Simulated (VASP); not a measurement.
# C (P6_3/mmc) in VASP: further runs, part 3 of 3

VASP 6.6.1. The steps go on from the part before.

**5. Single point, LDA (mode 21 frozen in at +0.060 Å, strain +e along z and -e/2 along x and y +0.0467)**

The COD entry that gives the cell may itself be a prediction, so a difference from it is no test against experiment.

INCAR

```
  PREC = Accurate
  ENCUT = 520
  EDIFF = 1E-6
  ISMEAR = 0
  SIGMA = 0.05
  LREAL = False
  LASPH = True
  NELM = 80
  ALGO = Normal
  ISIF = 2
  LWAVE = False
  LCHARG = False
  GGA = CA
  NBANDS = 26
```

KPOINTS

```
Automatic mesh
0
Gamma
  12 12 4
```

POSCAR

```
C
1.0
    2.4314921993      0.0000000000      0.0000000000
   -1.2157460996      2.1057340137      0.0000000000
    0.0000000000      0.0000000000      8.5978723127
C
8
Direct
    0.0000000000      0.0000000000      0.1002408971
    0.0000000000      0.0000000000      0.6002408971
    0.0000000000      0.0000000000      0.3997591029
    0.0000000000      0.0000000000      0.8997591029
    0.3333333333      0.6666666667      0.1498652280
    0.6666666667      0.3333333333      0.6498652280
    0.3333333333      0.6666666667      0.3501347720
    0.6666666667      0.3333333333      0.8501347720
```

Potentials or basis: VASP PAW LDA potentials, release 64 (C).

Started as:

```sh
> cat potpaw_LDA.64/C/POTCAR > POTCAR
> mpirun -np 1 vasp_std > vasp.out
```

OUTCAR:

```text
PREC = Accurate
   ENCUT = 520
   EDIFF = 1E-6
   ISMEAR = 0
   LREAL = False
   LASPH = True
   NELM = 80
   ISIF = 2
   GGA = CA

 ion  position               nearest neighbor table
   1  0.000  0.000  0.100-   5 1.47   5 1.47   5 1.47   4 1.72
   2  0.000  0.000  0.600-   6 1.47   6 1.47   6 1.47   3 1.72
   3  0.000  0.000  0.400-   7 1.47   7 1.47   7 1.47   2 1.72
   4  0.000  0.000  0.900-   8 1.47   8 1.47   8 1.47   1 1.72
   5  0.333  0.667  0.150-   1 1.47   1 1.47   1 1.47   7 1.72
   6  0.667  0.333  0.650-   2 1.47   2 1.47   2 1.47   8 1.72
   7  0.333  0.667  0.350-   3 1.47   3 1.47   3 1.47   5 1.72
   8  0.667  0.333  0.850-   4 1.47   4 1.47   4 1.47   6 1.72

  LATTYP: Found a hexagonal cell.
 ALAT       =     2.4314921993
 C/A-ratio  =     3.5360476645

  Lattice vectors:

 A1 = (   2.4314921993,   0.0000000000,   0.0000000000)
 A2 = (  -1.2157460996,   2.1057340137,   0.0000000000)
 A3 = (   0.0000000000,   0.0000000000,   8.5978723127)

Analysis of symmetry for initial positions (statically):
=====================================================================
 Subroutine PRICEL returns:
 Original cell was already a primitive cell.

 Routine SETGRP: Setting up the symmetry group for a
 hexagonal supercell.

 Subroutine GETGRP returns: Found 24 space group operations
 (whereof 12 operations were pure point group operations)
 out of a pool of 24 trial point group operations.

The static configuration has the point symmetry D_3d.
 The point group associated with its full space group is D_6h.

Analysis of symmetry for dynamics (positions and initial velocities):
=====================================================================
 Subroutine PRICEL returns:
 Original cell was already a primitive cell.

 Routine SETGRP: Setting up the symmetry group for a
 hexagonal supercell.

 Subroutine GETGRP returns: Found 24 space group operations
 (whereof 12 operations were pure point group operations)
 out of a pool of 24 trial point group operations.

The dynamic configuration has the point symmetry D_3d.
 The point group associated with its full space group is D_6h.

 Subroutine INISYM returns: Found 24 space group operations
 (whereof 12 operations are pure point group operations),
 and found     1 'primitive' translations

----------------------------------------------------------------------------------------

                                     Primitive cell

  volume of cell :      44.0218

  direct lattice vectors                    reciprocal lattice vectors
     2.431492199  0.000000000  0.000000000     0.411270084  0.237446893  0.000000000
    -1.215746100  2.105734014  0.000000000     0.000000000  0.474893787  0.000000000
     0.000000000  0.000000000  8.597872313     0.000000000  0.000000000  0.116307845

  length of vectors
     2.431492199  2.431492199  8.597872313     0.474893787  0.474893787  0.116307845

  position of ions in fractional coordinates (direct lattice)
     0.000000000  0.000000000  0.100240897
     0.000000000  0.000000000  0.600240897
     0.000000000  0.000000000  0.399759103
     0.000000000  0.000000000  0.899759103
[... 46 lines left out ...]
  0.166667  0.000000  0.000000      6.000000
  0.250000 -0.000000  0.000000      6.000000
  0.333333 -0.000000  0.000000      6.000000
  0.416667 -0.000000  0.000000      6.000000
[... 16 lines left out ...]
  0.250000 -0.000000  0.250000     12.000000
  0.333333 -0.000000  0.250000     12.000000
 [... further k-points ...]
   k-points           NKPTS =     57   k-points in BZ     NKDIM =     57   number of bands    NBANDS=     26
   number of dos      NEDOS =    301   number of ions     NIONS =      8
   total plane-waves  NPLWV =  20736
   dimension x,y,z NGX =    18 NGY =   18 NGZ =   64
   dimension x,y,z NGXF=    36 NGYF=   36 NGZF=  128
   ions per type =               8
   NGX,Y,Z   is equivalent  to a cutoff of  12.31, 12.31, 12.37 a.u.
   NGXF,Y,Z  is equivalent  to a cutoff of  24.61, 24.61, 24.75 a.u.
 SYSTEM =  unknown system
   PREC   = accura    normal or accurate (medium, high low for compatibility)
   ISTART =      0    job   : 0-new  1-cont  2-samecut
   ICHARG =      2    charge: 1-file 2-atom 10-const
   ISPIN  =      1    spin polarized calculation?
   LNONCOLLINEAR =      F non collinear calculations
   LSORBIT =      F    spin-orbit coupling
   LASPH  =      T    aspherical Exc in radial PAW
   ENCUT  =  520.0 eV  38.22 Ry    6.18 a.u.   4.52  4.52 15.99*2*pi/ulx,y,z
   NELM   =     80;   NELMIN=  2; NELMDL= -5     # of ELM steps
   EDIFF  = 0.1E-05   stopping-criterion for ELM
   LREAL  =      F    real-space projection
   EDIFFG = 0.1E-04   stopping-criterion for IOM
   NSW    =      0    number of steps for IOM
   IBRION =     -1    ionic relax: 0-MD 1-quasi-New 2-CG
   NFREE  =      0    steps in history (QN), initial steepest desc. (CG)
   ISIF   =      2    stress and relaxation
   ISYM   =      2    0-nonsym 1-usesym 2-fastsym
   POTIM  = 0.5000    time-step for ionic-motion
   TEBEG  =    0.0;   TEEND  =   0.0 temperature during run
   PSTRESS=    0.0 pullay stress
   NELECT =      32.0000    total number of electrons
   NUPDOWN=      -1.0000    fix difference up-down
   EMIN   =  10.00;   EMAX   =-10.00  energy-range for DOS
   EFERMI =   0.00;   METHOD = LEGACY
   ISMEAR =     0;   SIGMA  =   0.05  broadening in eV -4-tet -1-fermi 0-gaus
   EFERMI_NEDOS =   21; number of points for ismear=-14 and -15
   IALGO  =     38    algorithm
   IMIX   =      4    mixing-type and parameters
     AMIX     =   0.40;   BMIX     =  1.00
     AMIX_MAG =   1.60;   BMIX_MAG =  1.00
  volume/ion in A,a.u.               =       5.50        37.13
  Fermi-wavevector in a.u.,A,eV,Ry     =   1.471982  2.781642 29.480146  2.166730
  Thomas-Fermi vector in A             =   2.587052
   LORBIT       =      0    0 simple, 1 ext, 2 COOP (PROOUT), +10 PAW based schemes
   GGA     = CA    functional components
   LHFCALC =     F    Hartree Fock is set to
   AEXX    =    0.0000 exact exchange contribution
   IVDW    =     0    specifies the selected vdW correction
   LEPSILON=     F    determine dielectric tensor
   LRPA    =     F    only Hartree local field effects (RPA)
 non-spin polarized calculation
 Gauss-broadening in eV      SIGMA  =   0.05
  energy-cutoff  :      520.00
  volume of cell :       44.02
 maximum number of plane-waves:      1207
   NGX =  9   NGY =  9   NGZ = 31

 number of electron      31.9999996 magnetization

 Free energy of the ion-electron system (eV)
  ---------------------------------------------------
  ext. energy  EPLUGINS =         0.00000000
  ---------------------------------------------------
  free energy    TOTEN  =       -79.69240735 eV

  energy without entropy =      -79.69240735  energy(sigma->0) =      -79.69240735

 E-fermi :  12.1001     XC(G=0): -13.6268

 val. band max:       11.8979937591   @ k =   0.0000   0.0000   0.0000
 cond. band min:      12.3441329620   @ k =   0.0000   0.0000   0.0000
 fundamental gap:      0.4461392029
 Fermi energy:        12.1001472828

 k-point     1 :       0.0000    0.0000    0.0000
  band No.  band energies     occupation
      1     -11.6836      2.00000
      2     -10.1684      2.00000
      3     -10.1326      2.00000
      4      -7.0046      2.00000
      5      -2.9540      2.00000
      6       3.0073      2.00000
[... 685 lines left out ...]
     25      21.2158      0.00000
     26      22.6527      0.00000

 [... further k-points ...]

------------------------ aborting loop because EDIFF is reached ----------------------------------------

  FORCE on cell =-STRESS in cart. coord.  units (eV):
  Direction    XX          YY          ZZ          XY          YZ          ZX
  --------------------------------------------------------------------------------------
  -------------------------------------------------------------------------------------
  Total       10.6935375     10.6935375     -8.3839153      0.0000000      0.0000000      0.0000000
  in kB      389.1926174    389.1926174   -305.1336325      0.0000000      0.0000000      0.0000000
  external PRESSURE =     157.7505341 kB  Pullay stress =       0.0000000 kB

 VOLUME and BASIS-vectors are now :
 -----------------------------------------------------------------------------
  energy-cutoff  :      520.00
  volume of cell :       44.02
      direct lattice vectors                 reciprocal lattice vectors
     2.431492199  0.000000000  0.000000000     0.411270084  0.237446893  0.000000000
    -1.215746100  2.105734014  0.000000000     0.000000000  0.474893787  0.000000000
     0.000000000  0.000000000  8.597872313     0.000000000  0.000000000  0.116307845

 POSITION                                       TOTAL-FORCE (eV/Angst)
 -----------------------------------------------------------------------------------
      0.00000      0.00000      0.86186        -0.000000      0.000000     -2.889157
      0.00000      0.00000      5.16079         0.000000      0.000000     -2.889157
      0.00000      0.00000      3.43708        -0.000000     -0.000000      2.889157
      0.00000      0.00000      7.73601        -0.000000     -0.000000      2.889157
     -0.00000      1.40382      1.28852        -0.000000      0.000000      2.426080
      1.21575      0.70191      5.58746         0.000000      0.000000      2.426080
     -0.00000      1.40382      3.01041        -0.000000     -0.000000     -2.426080
      1.21575      0.70191      7.30935         0.000000     -0.000000     -2.426080
 -----------------------------------------------------------------------------------
    total drift:                                0.000000      0.000000      0.000000

  FREE ENERGIE OF THE ION-ELECTRON SYSTEM (eV)
  ---------------------------------------------------
  free  energy   TOTEN  =       -79.6924073458 eV

  energy  without entropy=      -79.6924073458  energy(sigma->0) =      -79.69240735
```

It took 24 s on 1 thread of AMD EPYC 9R45 (Zen 5), shared host; peak memory 0.13 GiB.

Results:

```
Free energy            : -79.6924 eV
Pressure               : 15.8 GPa
Largest force          : 2.889 eV/Å
Band gap on the k mesh : 0.45 eV, direct
```

Forces on the atoms (eV/Å):
```
C    0.000  0.000 -2.889
C    0.000  0.000 -2.889
C    0.000  0.000  2.889
C    0.000  0.000  2.889
C    0.000  0.000  2.426
C    0.000  0.000  2.426
C    0.000  0.000 -2.426
C    0.000  0.000 -2.426
```

Levels at points of the mesh, in eV from the valence-band top:
```
           k point  band 14  band 15  band 16  band 17  band 18  band 19
(0.00, 0.00, 0.00)    -2.55    -2.55     0.00     0.45     5.09     5.09
(0.50, 0.00, 0.00)    -5.86    -5.82    -4.56     2.36     3.10     3.83
(0.00, 0.00, 0.50)    -2.89    -2.89    -2.89     4.21     4.21     5.48
(0.50, 0.00, 0.50)    -6.28    -5.57    -5.57     3.78     3.78     3.98
```

Caveat: the cell differs from its parent crystal (mode 21 frozen in at +0.060 Å, strain +e along z and -e/2 along x and y +0.0467); forces of over 1 eV/Å act on the atoms, so gaps and moduli don't describe the material at rest. A k mesh can miss the band edges.

**6. Single point, LDA (mode 21 frozen in at +0.036 Å, strain +e along z and -e/2 along x and y -0.0467)**

INCAR

```
SYSTEM = C
ALGO = Normal
EDIFF = 1E-6
ENCUT = 520
GGA = CA
ISIF = 2
ISMEAR = 0
LASPH = .TRUE.
LCHARG = .TRUE.
LELF = .TRUE.
LREAL = .FALSE.
LVHAR = .TRUE.
LWAVE = .FALSE.
NBANDS = 26
NELM = 60
PREC = Accurate
SIGMA = 0.05
```

KPOINTS

```
k-points
0
G
  12 12 4
  0 0 0
```

POSCAR

```
C
1.0
    2.5477576841      0.0000000000      0.0000000000
   -1.2738788420      2.2064228771      0.0000000000
    0.0000000000      0.0000000000      7.8306598603
C
8
Direct
    0.0000000000      0.0000000000      0.0973191510
    0.0000000000      0.0000000000      0.5973191510
    0.0000000000      0.0000000000      0.4026808490
    0.0000000000      0.0000000000      0.9026808490
    0.3333333333      0.6666666667      0.1521368824
    0.6666666667      0.3333333333      0.6521368824
    0.3333333333      0.6666666667      0.3478631176
    0.6666666667      0.3333333333      0.8478631176
```

Potentials or basis: VASP PAW LDA potentials, release 64 (C).

Started as:

```sh
> cat potpaw_LDA.64/C/POTCAR > POTCAR
> mpirun -np 1 vasp_std > vasp.out
```

It took 30 s on 1 thread of AMD EPYC 9R45 (Zen 5), shared host; peak memory 0.13 GiB.

Results (log left out):

- Free energy: -80.0938 eV
- Pressure: 3.9 GPa
- Largest force: 2.428 eV/Å
- Band gap on the k mesh: 2.83 eV, indirect (least direct gap 4.27 eV)

Forces in eV/Å, atoms in the order of the input:
```
C    0.000  0.000 -2.428
C    0.000  0.000 -2.428
C    0.000  0.000  2.428
C    0.000  0.000  2.428
C    0.000  0.000  1.590
C    0.000  0.000  1.590
C    0.000  0.000 -1.590
C    0.000  0.000 -1.590
```

Stress tensor (GPa, compression positive):
```
-24.18   0.00   0.00
  0.00 -24.18   0.00
  0.00   0.00  60.09
```

Levels at points of the mesh, in eV from the valence-band top:
```
           k point  band 14  band 15  band 16  band 17  band 18  band 19
(0.00, 0.00, 0.00)    -1.12    -1.12     0.00     4.27     4.27     5.46
(0.50, 0.00, 0.00)    -4.51    -3.86    -3.81     2.83     4.40     4.59
(0.00, 0.00, 0.50)    -1.87    -1.87    -1.87     5.05     5.05     5.05
(0.50, 0.00, 0.50)    -4.95    -4.70    -4.70     3.23     3.23     6.36
```

Caveat: the cell differs from its parent crystal (mode 21 frozen in at +0.036 Å, strain +e along z and -e/2 along x and y -0.0467); forces of over 1 eV/Å act on the atoms, so gaps and moduli don't describe the material at rest. A k mesh can miss the band edges.

**7. Summary**

```tsv
cell	gap on the mesh (eV)	pressure (GPa)	largest force (eV/Å)
a = 2.577, b = 2.577, c = 7.639 Å, angles 90.0, 90.0, 120.0°, 8 atoms	2.94	8.3	1.27
a = 2.431, b = 2.431, c = 8.598 Å, angles 90.0, 90.0, 120.0°, 8 atoms	0.45	15.8	2.89
a = 2.548, b = 2.548, c = 7.831 Å, angles 90.0, 90.0, 120.0°, 8 atoms	2.83	3.9	2.43
```

Some of these runs hold the atoms at other places in the same cell, which the table doesn't show; runs alike in all that it shows share one row.

Alike in all rows: task single point; level LDA; potentials or basis VASP PAW LDA potentials, release 64 (C); no spin polarisation; k mesh 12 × 12 × 4; cutoff (eV) 520; smearing gaussian 0.05 eV.

Caveats: forces of over 1 eV/Å act on the atoms, so gaps and moduli don't describe the material at rest.

Absolute energies hang on the potentials; compare differences alone.
